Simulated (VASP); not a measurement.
# AlN (P6_3/mmc) in VASP: notebook, part 2 of 2

VASP 6.6.1.

## Step 5: Single point, PBE (9.75 Å³/atom)

This run uses another cell than the first one, of 9.75 Å³/atom.

File INCAR:

```
PREC = Accurate ; ENCUT = 520
EDIFF = 1E-7 ; ISMEAR = -1
SIGMA = 0.05 ; LREAL = False
LASPH = True ; NELM = 80
ALGO = Normal ; ISIF = 2
LWAVE = False ; LCHARG = False
GGA = PE ; NBANDS = 16
```

File KPOINTS:

```
Automatic mesh
0
Gamma
  9 9 7
```

File POSCAR:

```
AlN
1.0
    3.2898861073      0.0000000000      0.0000000000
   -1.6449430536      2.8491249445      0.0000000000
    0.0000000000      0.0000000000      4.1594577035
Al N
2 2
Direct
    0.6666666667      0.3333333333      0.2500000000
    0.3333333333      0.6666666667      0.7500000000
    0.6666666667      0.3333333333      0.7500000000
    0.3333333333      0.6666666667      0.2500000000
```

Potentials or basis: VASP PAW PBE potentials, release 64 (Al, N).

Command:

```console
$ cat potpaw_PBE.64/Al/POTCAR potpaw_PBE.64/N/POTCAR > POTCAR
$ mpirun -np 1 vasp_std > vasp.out
```

OUTCAR:

```text
PREC = Accurate
   ENCUT = 520
   EDIFF = 1E-7
   ISMEAR = -1
   LREAL = False
   LASPH = True
   NELM = 80
   ISIF = 2
   GGA = PE

 ion  position               nearest neighbor table
   1  0.667  0.333  0.250-   4 1.90   4 1.90   4 1.90   3 2.08   3 2.08   2 2.82   2 2.82   2 2.82
                             2 2.82   2 2.82   2 2.82
   2  0.333  0.667  0.750-   3 1.90   3 1.90   3 1.90   4 2.08   4 2.08   1 2.82   1 2.82   1 2.82
                             1 2.82   1 2.82   1 2.82
   3  0.667  0.333  0.750-   2 1.90   2 1.90   2 1.90   1 2.08   1 2.08
   4  0.333  0.667  0.250-   1 1.90   1 1.90   1 1.90   2 2.08   2 2.08

  LATTYP: Found a hexagonal cell.
 ALAT       =     3.2898861073
 C/A-ratio  =     1.2643166261

  Lattice vectors:

 A1 = (   3.2898861073,   0.0000000000,   0.0000000000)
 A2 = (  -1.6449430536,   2.8491249445,   0.0000000000)
 A3 = (   0.0000000000,   0.0000000000,   4.1594577035)

Analysis of symmetry for initial positions (statically):
=====================================================================
 Subroutine PRICEL returns:
 Original cell was already a primitive cell.

 Routine SETGRP: Setting up the symmetry group for a
 hexagonal supercell.

 Subroutine GETGRP returns: Found 24 space group operations
 (whereof 12 operations were pure point group operations)
 out of a pool of 24 trial point group operations.

The static configuration has the point symmetry D_3d.
 The point group associated with its full space group is D_6h.

Analysis of symmetry for dynamics (positions and initial velocities):
=====================================================================
 Subroutine PRICEL returns:
 Original cell was already a primitive cell.

 Routine SETGRP: Setting up the symmetry group for a
 hexagonal supercell.

 Subroutine GETGRP returns: Found 24 space group operations
 (whereof 12 operations were pure point group operations)
 out of a pool of 24 trial point group operations.

The dynamic configuration has the point symmetry D_3d.
 The point group associated with its full space group is D_6h.

 Subroutine INISYM returns: Found 24 space group operations
 (whereof 12 operations are pure point group operations),
 and found     1 'primitive' translations

----------------------------------------------------------------------------------------

                                     Primitive cell

  volume of cell :      38.9878

  direct lattice vectors                    reciprocal lattice vectors
     3.289886107  0.000000000  0.000000000     0.303961890  0.175492479  0.000000000
    -1.644943054  2.849124945  0.000000000     0.000000000  0.350984958  0.000000000
     0.000000000  0.000000000  4.159457704     0.000000000  0.000000000  0.240415956

  length of vectors
     3.289886107  3.289886107  4.159457704     0.350984958  0.350984958  0.240415956

  position of ions in fractional coordinates (direct lattice)
     0.666666667  0.333333333  0.250000000
     0.333333333  0.666666667  0.750000000
     0.666666667  0.333333333  0.750000000
     0.333333333  0.666666667  0.250000000

  ion indices of the primitive-cell ions
   primitive index   ion index
                 1           1
                 2           2
                 3           3
                 4           4

----------------------------------------------------------------------------------------

 KPOINTS: Automatic mesh

Automatic generation of k-mesh.
 Grid dimensions read from file:
 generate k-points for:    9    9    7

 Generating k-lattice:

  Cartesian coordinates                     Fractional coordinates (reciprocal lattice)
     0.033773543  0.019499164  0.000000000     0.111111111 -0.000000000  0.000000000
     0.000000000  0.038998329  0.000000000     0.000000000  0.111111111  0.000000000
     0.000000000  0.000000000  0.034345137     0.000000000  0.000000000  0.142857143

  Length of vectors
     0.038998329  0.038998329  0.034345137

  Shift w.r.t. Gamma in fractional coordinates (k-lattice)
     0.000000000  0.000000000  0.000000000

 Subroutine IBZKPT returns following result:
 ===========================================

 Found     48 irreducible k-points:

 Following reciprocal coordinates:
            Coordinates               Weight
  0.000000  0.000000  0.000000      1.000000
  0.111111  0.000000  0.000000      6.000000
  0.222222 -0.000000  0.000000      6.000000
  0.333333  0.000000  0.000000      6.000000
  0.444444 -0.000000  0.000000      6.000000
  0.111111  0.111111  0.000000      6.000000
[... 16 lines left out ...]
  0.333333  0.222222  0.142857     24.000000
  0.333333  0.333333  0.142857      4.000000
 [... further k-points ...]
   k-points           NKPTS =     48   k-points in BZ     NKDIM =     48   number of bands    NBANDS=     16
   number of dos      NEDOS =    301   number of ions     NIONS =      4
   total plane-waves  NPLWV =  18432
   dimension x,y,z NGX =    24 NGY =   24 NGZ =   32
   dimension x,y,z NGXF=    48 NGYF=   48 NGZF=   64
   ions per type =               2   2
   NGX,Y,Z   is equivalent  to a cutoff of  12.13, 12.13, 12.79 a.u.
   NGXF,Y,Z  is equivalent  to a cutoff of  24.26, 24.26, 25.58 a.u.
 SYSTEM =  unknown system
   PREC   = accura    normal or accurate (medium, high low for compatibility)
   ISTART =      0    job   : 0-new  1-cont  2-samecut
   ICHARG =      2    charge: 1-file 2-atom 10-const
   ISPIN  =      1    spin polarized calculation?
   LNONCOLLINEAR =      F non collinear calculations
   LSORBIT =      F    spin-orbit coupling
   LASPH  =      T    aspherical Exc in radial PAW
   ENCUT  =  520.0 eV  38.22 Ry    6.18 a.u.   6.12  6.12  7.73*2*pi/ulx,y,z
   NELM   =     80;   NELMIN=  2; NELMDL= -5     # of ELM steps
   EDIFF  = 0.1E-06   stopping-criterion for ELM
   LREAL  =      F    real-space projection
   EDIFFG = 0.1E-05   stopping-criterion for IOM
   NSW    =      0    number of steps for IOM
   IBRION =     -1    ionic relax: 0-MD 1-quasi-New 2-CG
   NFREE  =      0    steps in history (QN), initial steepest desc. (CG)
   ISIF   =      2    stress and relaxation
   ISYM   =      2    0-nonsym 1-usesym 2-fastsym
   POTIM  = 0.5000    time-step for ionic-motion
   TEBEG  =    0.0;   TEEND  =   0.0 temperature during run
   PSTRESS=    0.0 pullay stress
   NELECT =      16.0000    total number of electrons
   NUPDOWN=      -1.0000    fix difference up-down
   EMIN   =  10.00;   EMAX   =-10.00  energy-range for DOS
   EFERMI =   0.00;   METHOD = LEGACY
   ISMEAR =    -1;   SIGMA  =   0.05  broadening in eV -4-tet -1-fermi 0-gaus
   EFERMI_NEDOS =   21; number of points for ismear=-14 and -15
   IALGO  =     38    algorithm
   IMIX   =      4    mixing-type and parameters
     AMIX     =   0.40;   BMIX     =  1.00
     AMIX_MAG =   1.60;   BMIX_MAG =  1.00
  volume/ion in A,a.u.               =       9.75        65.78
  Fermi-wavevector in a.u.,A,eV,Ry     =   1.216574  2.298991 20.137328  1.480052
  Thomas-Fermi vector in A             =   2.351923
   LORBIT       =      0    0 simple, 1 ext, 2 COOP (PROOUT), +10 PAW based schemes
   GGA     = PE    functional components
[... 5 lines left out ...]
 non-spin polarized calculation
  energy-cutoff  :      520.00
  volume of cell :       38.99
 maximum number of plane-waves:      1071
   NGX = 13   NGY = 13   NGZ = 15

 number of electron      15.9999999 magnetization

 Free energy of the ion-electron system (eV)
  ---------------------------------------------------
  ext. energy  EPLUGINS =         0.00000000
  ---------------------------------------------------
  free energy    TOTEN  =       -29.30787549 eV

  energy without entropy =      -29.30787548  energy(sigma->0) =      -29.30787548

 E-fermi :   9.0643     XC(G=0): -11.2506

 val. band max:        8.1796452657   @ k =   0.0000   0.0000   0.0000
 cond. band min:      11.6006014355   @ k =   0.0000   0.0000   0.0000
 fundamental gap:      3.4209561698
 Fermi energy:         9.0642943340

 k-point     1 :       0.0000    0.0000    0.0000
  band No.  band energies     occupation
      1      -8.7634      2.00000
      2      -5.0430      2.00000
      3       1.1919      2.00000
      4       4.8523      2.00000
      5       4.8523      2.00000
      6       6.5322      2.00000
[... 433 lines left out ...]
      3       1.4998      2.00000
      4       2.7279      2.00000
      5       2.7279      2.00000
      6       5.2296      2.00000
[... 8 lines left out ...]
     15      19.5213      0.00000
     16      21.3209      0.00000

 [... further k-points ...]

------------------------ aborting loop because EDIFF is reached ----------------------------------------

  FORCE on cell =-STRESS in cart. coord.  units (eV):
  Direction    XX          YY          ZZ          XY          YZ          ZX
  --------------------------------------------------------------------------------------
  -------------------------------------------------------------------------------------
  Total        1.1311227      1.1311227      0.9203374      0.0000000     -0.0000000     -0.0000000
  in kB       46.4826881     46.4826881     37.8206138      0.0000000     -0.0000000     -0.0000000
  external PRESSURE =      43.5953300 kB  Pullay stress =       0.0000000 kB

 VOLUME and BASIS-vectors are now :
 -----------------------------------------------------------------------------
  energy-cutoff  :      520.00
  volume of cell :       38.99
      direct lattice vectors                 reciprocal lattice vectors
     3.289886107  0.000000000  0.000000000     0.303961890  0.175492479  0.000000000
    -1.644943054  2.849124945  0.000000000     0.000000000  0.350984958  0.000000000
     0.000000000  0.000000000  4.159457704     0.000000000  0.000000000  0.240415956

 POSITION                                       TOTAL-FORCE (eV/Angst)
 -----------------------------------------------------------------------------------
      1.64494      0.94971      1.03986        -0.000000      0.000000      0.000000
     -0.00000      1.89942      3.11959         0.000000      0.000000      0.000000
      1.64494      0.94971      3.11959        -0.000000     -0.000000      0.000000
     -0.00000      1.89942      1.03986         0.000000     -0.000000      0.000000
 -----------------------------------------------------------------------------------
    total drift:                               -0.000000      0.000000     -0.000000

  FREE ENERGIE OF THE ION-ELECTRON SYSTEM (eV)
  ---------------------------------------------------
  free  energy   TOTEN  =       -29.3078754850 eV

  energy  without entropy=      -29.3078754850  energy(sigma->0) =      -29.30787548
```

OSZICAR:

```text
N       E                     dE             d eps       ncg     rms          rms(c)
DAV:   1     0.428606434830E+02    0.42861E+02   -0.73899E+03  1536   0.905E+02
DAV:   2    -0.304788571413E+02   -0.73340E+02   -0.66189E+02  2184   0.191E+02
DAV:   3    -0.338439945560E+02   -0.33651E+01   -0.33544E+01  1904   0.421E+01
DAV:   4    -0.338637788102E+02   -0.19784E-01   -0.19783E-01  1912   0.364E+00
DAV:   5    -0.338640356406E+02   -0.25683E-03   -0.25683E-03  1856   0.418E-01    0.118E+01
DAV:   6    -0.293277608595E+02    0.45363E+01   -0.90857E+00  1968   0.227E+01    0.394E+00
DAV:   7    -0.293274306140E+02    0.33025E-03   -0.74082E-01  1784   0.602E+00    0.288E+00
DAV:   8    -0.293158942476E+02    0.11536E-01   -0.85112E-02  1608   0.253E+00    0.864E-01
DAV:   9    -0.293073908140E+02    0.85034E-02   -0.17627E-02  1944   0.107E+00    0.277E-01
DAV:  10    -0.293079845607E+02   -0.59375E-03   -0.31995E-03  1824   0.368E-01    0.165E-01
DAV:  11    -0.293078739321E+02    0.11063E-03   -0.22359E-04  1800   0.120E-01    0.435E-02
DAV:  12    -0.293078759333E+02   -0.20011E-05   -0.16254E-05  1768   0.319E-02    0.748E-03
DAV:  13    -0.293078754769E+02    0.45632E-06   -0.56204E-06  1896   0.180E-02    0.657E-03
DAV:  14    -0.293078754850E+02   -0.80906E-08   -0.49315E-07  1800   0.625E-03
   1 F= -.29307875E+02 E0= -.29307875E+02  d E =-.723892E-10
```

stdout:

```text
POSCAR found type information on POSCAR AlN
 POSCAR found :  2 types and       4 ions
 scaLAPACK will be used
 LDA part: xc-table for (Slater+PW92), standard interpolation
 POSCAR, INCAR and KPOINTS ok, starting setup
 FFT: planning ... GRIDC
 FFT: planning ... GRID_SOFT
 FFT: planning ... GRID
 WAVECAR not read
 entering main loop
```

Run time: 29 s. Hardware: 1 thread of Intel Xeon 8259CL, shared host; peak memory 0.16 GiB.

Results:

- Free energy: -29.3079 eV
- Pressure: 4.4 GPa
- Band gap on the k mesh: 3.42 eV

Levels at points of the mesh, in eV from the valence-band top:
```csv
k point,band 5,band 6,band 7,band 8,band 9,band 10,band 11,band 12
"(0.00, 0.00, 0.00)",-3.33,-1.65,-1.65,0.00,3.42,4.57,8.35,8.35
```

Caveat: the cell stands under pressure; an odd mesh through Γ misses points on the zone boundary, where band edges can lie.

## Step 6: Summary

| level | cell | k mesh | grid for exact exchange (PRECFOCK) | share of exact exchange | screening parameter | gap on the mesh (eV) | pressure (GPa) |
| --- | --- | --- | --- | --- | --- | --- | --- |
| HSE06 | a = 3.312, b = 3.312, c = 4.188 Å, angles 90.0, 90.0, 120.0°, 4 atoms | 6 × 6 × 4 | Normal | 0.25 | 0.2079 1/Å | 4.53 | -5.8 |
| PBE | a = 3.245, b = 3.245, c = 4.102 Å, angles 90.0, 90.0, 120.0°, 4 atoms | 9 × 9 × 7 | - | - | - | 3.73 | 14.5 |
| PBE | a = 3.267, b = 3.267, c = 4.131 Å, angles 90.0, 90.0, 120.0°, 4 atoms | 9 × 9 × 7 | - | - | - | 3.58 | 9.2 |
| PBE | a = 3.290, b = 3.290, c = 4.159 Å, angles 90.0, 90.0, 120.0°, 4 atoms | 9 × 9 × 7 | - | - | - | 3.42 | 4.4 |

Alike in all rows: task single point; potentials or basis VASP PAW PBE potentials, release 64 (Al, N); no spin polarisation; cutoff (eV) 520; smearing fermi-dirac 0.05 eV.

Caveats: the cell stands under pressure (at least some runs); an odd mesh through Γ misses points on the zone boundary, where band edges can lie (at least some runs); the cell stands under tension (at least some runs); the PAW data sets were made with another functional, which shifts forces and pressure a little (at least some runs).

Absolute energies hang on the potentials; compare differences alone.
